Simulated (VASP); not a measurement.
# I (Cmce) in VASP: further runs

Runs on I. Level: PBE. Tasks: single point.

Program: VASP 6.6.1. These are calculated values, not measurements. Logs are shortened: lines on timing, memory, paths and dates and some standing lists are left out, and cuts for length are marked.

## (1) The cell of the first run

It takes space group Cmce (No. 64, orthorhombic). The conventional cell has a = 8.938 Å, b = 4.603 Å, c = 9.876 Å, α = 90.00°, β = 90.00°, γ = 90.00°. I (site symmetry m) has 3 I at 2.81 to 3.42 Å within 3.7 Å.

## (2) Single point, PBE

The input, INCAR:

```
  PREC = Accurate
  ENCUT = 520
  EDIFF = 1E-6
  ISMEAR = -1
  SIGMA = 0.05
  LREAL = False
  LASPH = True
  NELM = 80
  ALGO = Normal
  ISIF = 2
  LWAVE = False
  LCHARG = True
  GGA = PE
  LELF = True
  LVHAR = True
  NBANDS = 22
```

The input, KPOINTS:

```
regular mesh
0
Gamma
  1 1 1
```

The input, POSCAR:

```
I
1.0
    4.4691335775     -2.3015586197      0.0000000000
    4.4691335775      2.3015586197      0.0000000000
    0.0000000000      0.0000000000      9.8759877929
I
4
Direct
    0.8427352896      0.1572647104      0.1220149726
    0.6572647104      0.3427352896      0.6220149726
    0.1572647104      0.8427352896      0.8779850274
    0.3427352896      0.6572647104      0.3779850274
```

Potentials or basis: VASP PAW PBE potentials, release 64 (I).

Started as:

```sh
> cat potpaw_PBE.64/I/POTCAR > POTCAR
> mpirun -np 1 vasp_gam > vasp.out
```

OUTCAR:

```text
PREC = Accurate
   ENCUT = 520
   EDIFF = 1E-6
   ISMEAR = -1
   LREAL = False
   LASPH = True
   NELM = 80
   ISIF = 2
   GGA = PE

 ion  position               nearest neighbor table
   1  0.843  0.157  0.122-   3 2.81   4 3.42   4 3.42
   2  0.657  0.343  0.622-   4 2.81   3 3.42   3 3.42
   3  0.157  0.843  0.878-   1 2.81   2 3.42   2 3.42
   4  0.343  0.657  0.378-   2 2.81   1 3.42   1 3.42

  LATTYP: Found a base centered orthorhombic cell.
 ALAT       =     4.6031172394
 B/A-ratio  =     1.9417856835
 C/A-ratio  =     2.1454999469

  Lattice vectors:

 A1 = (  -4.4691335775,  -2.3015586197,   0.0000000000)
 A2 = (   4.4691335775,  -2.3015586197,   0.0000000000)
 A3 = (   0.0000000000,   0.0000000000,   9.8759877929)

Analysis of symmetry for initial positions (statically):
=====================================================================
 Subroutine PRICEL returns:
 Original cell was already a primitive cell.

 Routine SETGRP: Setting up the symmetry group for a
 base centered orthorhombic supercell.

 Subroutine GETGRP returns: Found  8 space group operations
 (whereof  4 operations were pure point group operations)
 out of a pool of  8 trial point group operations.

The static configuration has the point symmetry C_2h.
 The point group associated with its full space group is D_2h.

Analysis of symmetry for dynamics (positions and initial velocities):
=====================================================================
 Subroutine PRICEL returns:
 Original cell was already a primitive cell.

 Routine SETGRP: Setting up the symmetry group for a
 base centered orthorhombic supercell.

 Subroutine GETGRP returns: Found  8 space group operations
 (whereof  4 operations were pure point group operations)
 out of a pool of  8 trial point group operations.

The dynamic configuration has the point symmetry C_2h.
 The point group associated with its full space group is D_2h.

 Subroutine INISYM returns: Found  8 space group operations
 (whereof  4 operations are pure point group operations),
 and found     1 'primitive' translations

----------------------------------------------------------------------------------------

                                     Primitive cell

  volume of cell :     203.1683

  direct lattice vectors                    reciprocal lattice vectors
     4.469133578 -2.301558620  0.000000000     0.111878509 -0.217244087  0.000000000
     4.469133578  2.301558620  0.000000000     0.111878509  0.217244087  0.000000000
     0.000000000  0.000000000  9.875987793     0.000000000  0.000000000  0.101255694

  length of vectors
     5.026960017  5.026960017  9.875987793     0.244359968  0.244359968  0.101255694

  position of ions in fractional coordinates (direct lattice)
     0.842735290  0.157264710  0.122014973
     0.657264710  0.342735290  0.622014973
     0.157264710  0.842735290  0.877985027
     0.342735290  0.657264710  0.377985027

  ion indices of the primitive-cell ions
   primitive index   ion index
                 1           1
                 2           2
                 3           3
                 4           4

----------------------------------------------------------------------------------------

 KPOINTS: regular mesh

Automatic generation of k-mesh.
 Grid dimensions read from file:
 generate k-points for:    1    1    1

 Generating k-lattice:

  Cartesian coordinates                     Fractional coordinates (reciprocal lattice)
     0.111878509 -0.217244087  0.000000000     1.000000000  0.000000000  0.000000000
     0.111878509  0.217244087  0.000000000     0.000000000  1.000000000  0.000000000
     0.000000000  0.000000000  0.101255694     0.000000000  0.000000000  1.000000000

  Length of vectors
     0.244359968  0.244359968  0.101255694

  Shift w.r.t. Gamma in fractional coordinates (k-lattice)
     0.000000000  0.000000000  0.000000000

 Subroutine IBZKPT returns following result:
 ===========================================

 Found      1 irreducible k-points:

 Following reciprocal coordinates:
            Coordinates               Weight
  0.000000  0.000000  0.000000      1.000000
   k-points           NKPTS =      1   k-points in BZ     NKDIM =      1   number of bands    NBANDS=     22
   number of dos      NEDOS =    301   number of ions     NIONS =      4
   total plane-waves  NPLWV = 128000
   dimension x,y,z NGX =    40 NGY =   40 NGZ =   80
   dimension x,y,z NGXF=    80 NGYF=   80 NGZF=  160
   ions per type =               4
   NGX,Y,Z   is equivalent  to a cutoff of  13.23, 13.23, 13.47 a.u.
   NGXF,Y,Z  is equivalent  to a cutoff of  26.46, 26.46, 26.93 a.u.
 SYSTEM =  unknown system
   PREC   = accura    normal or accurate (medium, high low for compatibility)
   ISTART =      0    job   : 0-new  1-cont  2-samecut
   ICHARG =      2    charge: 1-file 2-atom 10-const
   ISPIN  =      1    spin polarized calculation?
   LNONCOLLINEAR =      F non collinear calculations
   LSORBIT =      F    spin-orbit coupling
   LASPH  =      T    aspherical Exc in radial PAW
   ENCUT  =  520.0 eV  38.22 Ry    6.18 a.u.   9.35  9.35 18.36*2*pi/ulx,y,z
   NELM   =     80;   NELMIN=  2; NELMDL= -5     # of ELM steps
   EDIFF  = 0.1E-05   stopping-criterion for ELM
   LREAL  =      F    real-space projection
   EDIFFG = 0.1E-04   stopping-criterion for IOM
   NSW    =      0    number of steps for IOM
   IBRION =     -1    ionic relax: 0-MD 1-quasi-New 2-CG
   NFREE  =      0    steps in history (QN), initial steepest desc. (CG)
   ISIF   =      2    stress and relaxation
   ISYM   =      2    0-nonsym 1-usesym 2-fastsym
   POTIM  = 0.5000    time-step for ionic-motion
   TEBEG  =    0.0;   TEEND  =   0.0 temperature during run
   PSTRESS=    0.0 pullay stress
   NELECT =      28.0000    total number of electrons
   NUPDOWN=      -1.0000    fix difference up-down
   EMIN   =  10.00;   EMAX   =-10.00  energy-range for DOS
   EFERMI =   0.00;   METHOD = LEGACY
   ISMEAR =    -1;   SIGMA  =   0.05  broadening in eV -4-tet -1-fermi 0-gaus
   EFERMI_NEDOS =   21; number of points for ismear=-14 and -15
   IALGO  =     38    algorithm
   IMIX   =      4    mixing-type and parameters
     AMIX     =   0.40;   BMIX     =  1.00
     AMIX_MAG =   1.60;   BMIX_MAG =  1.00
  volume/ion in A,a.u.               =      50.79       342.76
  Fermi-wavevector in a.u.,A,eV,Ry     =   0.845621  1.597991  9.729174  0.715074
  Thomas-Fermi vector in A             =   1.960838
   LORBIT       =      0    0 simple, 1 ext, 2 COOP (PROOUT), +10 PAW based schemes
   GGA     = PE    functional components
   LHFCALC =     F    Hartree Fock is set to
   AEXX    =    0.0000 exact exchange contribution
   IVDW    =     0    specifies the selected vdW correction
   LEPSILON=     F    determine dielectric tensor
   LRPA    =     F    only Hartree local field effects (RPA)
 non-spin polarized calculation
  energy-cutoff  :      520.00
  volume of cell :      203.17
 maximum number of plane-waves:      2745
 NGX is ok and might be reduce to    40
   NGX = 19   NGY = 19   NGZ = 37

 number of electron      28.0000000 magnetization

 Free energy of the ion-electron system (eV)
  ---------------------------------------------------
  ext. energy  EPLUGINS =         0.00000000
  ---------------------------------------------------
  free energy    TOTEN  =        -1.22366779 eV

  energy without entropy =       -1.22358584  energy(sigma->0) =       -1.22362681

 E-fermi :   1.9505     XC(G=0):  -7.0187

 val. band max:        1.4396153196   @ k =   0.0000   0.0000   0.0000
 cond. band min:       2.4613561615   @ k =   0.0000   0.0000   0.0000
 fundamental gap:      1.0217408419
 Fermi energy:         1.9504863834

 k-point     1 :       0.0000    0.0000    0.0000
  band No.  band energies     occupation
      1     -11.7209      2.00000
      2     -11.0657      2.00000
      3     -10.1901      2.00000
      4      -9.0348      2.00000
      5      -2.8825      2.00000
      6      -1.5424      2.00000
[... 14 lines left out ...]
     21       8.7755      0.00000
     22       9.1016      0.00000

------------------------ aborting loop because EDIFF is reached ----------------------------------------

  FORCE on cell =-STRESS in cart. coord.  units (eV):
  Direction    XX          YY          ZZ          XY          YZ          ZX
  --------------------------------------------------------------------------------------
  -------------------------------------------------------------------------------------
  Total       15.5358971     20.0698880     -6.2593089      0.0000000      0.0000000      0.0000000
  in kB      122.5154900    158.2703691    -49.3606705      0.0000000      0.0000000      0.0000000
  external PRESSURE =      77.1417296 kB  Pullay stress =       0.0000000 kB

 VOLUME and BASIS-vectors are now :
 -----------------------------------------------------------------------------
  energy-cutoff  :      520.00
  volume of cell :      203.17
      direct lattice vectors                 reciprocal lattice vectors
     4.469133578 -2.301558620  0.000000000     0.111878509 -0.217244087  0.000000000
     4.469133578  2.301558620  0.000000000     0.111878509  0.217244087  0.000000000
     0.000000000  0.000000000  9.875987793     0.000000000  0.000000000  0.101255694

 POSITION                                       TOTAL-FORCE (eV/Angst)
 -----------------------------------------------------------------------------------
      4.46913     -1.57765      1.20502         0.000000      0.538646     -0.739083
      4.46913     -0.72391      6.14301         0.000000     -0.538646     -0.739083
      4.46913      1.57765      8.67097         0.000000     -0.538646      0.739083
      4.46913      0.72391      3.73298         0.000000      0.538646      0.739083
 -----------------------------------------------------------------------------------
    total drift:                                0.000000     -0.000000      0.000000

  FREE ENERGIE OF THE ION-ELECTRON SYSTEM (eV)
  ---------------------------------------------------
  free  energy   TOTEN  =        -1.2236677882 eV

  energy  without entropy=       -1.2235858373  energy(sigma->0) =       -1.22362681
```

It took 13 s on 1 thread of Intel Xeon 6975P-C (Granite Rapids), shared host; peak memory 0.31 GiB.

Results:

* Free energy: -1.2237 eV
* Pressure: 7.7 GPa
* Largest force: 0.915 eV/Å

Forces on the atoms (eV/Å):
```
I    0.000  0.539 -0.739
I    0.000 -0.539 -0.739
I    0.000 -0.539  0.739
I    0.000  0.539  0.739
```

Levels at points of the mesh, in eV from the Fermi level:
```tsv
k point	band 10	band 11	band 12	band 13	band 14	band 15	band 16	band 17	band 18	band 19
(0.00, 0.00, 0.00)	-1.88	-1.78	-1.29	-1.04	-0.51	0.51	1.41	3.90	4.70	4.78
```

Caveat: the k points lie up to 1.54 Å⁻¹ apart; spin-orbit coupling is left out, which moves the levels of the heavy elements.

## (3) Single point, PBE

The input, INCAR:

```
PREC = Accurate
ENCUT = 520
EDIFF = 1E-6
ISMEAR = -1
SIGMA = 0.05
LREAL = F
LASPH = T
NELM = 60
ALGO = Normal
ISIF = 2
LWAVE = F
LCHARG = T
GGA = PE
LELF = T
LVHAR = T
NBANDS = 22
```

The input, KPOINTS:

```
Automatic mesh
0
Gamma
  2 2 1
```

POSCAR is that of step 2.

Potentials or basis: VASP PAW PBE potentials, release 64 (I).

Started as:

```sh
> cat potpaw_PBE.64/I/POTCAR > POTCAR
> mpirun -np 1 vasp_std > vasp.out
```

Wall time 21 s (1 thread of Intel Xeon 6975P-C (Granite Rapids), shared host); peak memory 0.32 GiB.

Results (log left out):

```
Free energy            : -6.5347 eV
Pressure               : -0.7 GPa
Largest force          : 0.374 eV/Å
Band gap on the k mesh : 1.02 eV (least direct gap 1.04 eV)
```

Forces on the atoms (eV/Å):
```
I    0.000  0.359  0.105
I    0.000 -0.359  0.105
I    0.000 -0.359 -0.105
I    0.000  0.359 -0.105
```

Stress tensor (GPa, compression positive):
```
 0.55  0.00  0.00
 0.00 -0.39  0.00
 0.00  0.00 -2.28
```

Levels at points of the mesh, in eV from the valence-band top:
```
           k point  band 10  band 11  band 12  band 13  band 14  band 15  band 16  band 17  band 18  band 19
(0.00, 0.00, 0.00)    -1.35    -1.28    -0.76    -0.57     0.00     1.04     1.91     4.67     5.26     5.47
(0.50, 0.00, 0.00)    -1.75    -1.44    -1.44    -0.70    -0.70     2.13     2.13     5.50     5.50     7.08
(0.50, 0.50, 0.00)    -1.54    -1.54    -1.31    -0.61    -0.16     1.02     1.84     5.23     6.24     6.53
```

Caveat: the k points lie up to 0.77 Å⁻¹ apart; spin-orbit coupling is left out, which moves the levels of the heavy elements; an odd mesh through Γ misses points on the zone boundary, where band edges can lie.
